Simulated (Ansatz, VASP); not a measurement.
Two plane-wave programs on Li2S

```xyz
3
Lattice="0.0000 2.8447 2.8447 2.8447 0.0000 2.8447 2.8447 2.8447 0.0000" Properties=species:S:1:pos:R:3 pbc="T T T"
Li    1.4223    1.4223    1.4223
Li    4.2670    4.2670    4.2670
S     0.0000    0.0000    0.0000
```

Alike in both runs: functional r2SCAN; k mesh 8 × 8 × 8; occupations tetrahedron; no spin polarisation.

Ansatz relaxed the structure, and its values are those at the end. VASP's run is a single point on that final structure, the one shown.

```csv
,VASP,Ansatz
version,VASP 6.6.1,Ansatz 0.2.0
potentials or method,"VASP PAW PBE potentials, release 64 (Li_sv, S), cutoff 830 eV",PAW plane waves
valence electrons in the cell,12,12
```

Ansatz gave:

| Quantity | Value |
| --- | --- |
| gap on the k mesh at the Fermi level (eV) | 3.87 |
| pressure (GPa) | 0.0 |

Which values does VASP return?

gap on the k mesh at the Fermi level (eV): 3.86; pressure (GPa): -0.2.

VASP's potentials were made for PBE, not for r2SCAN. Ansatz's warnings: band table not solved further, forces under tetrahedra, tetrahedron derivatives may miss energy slope.
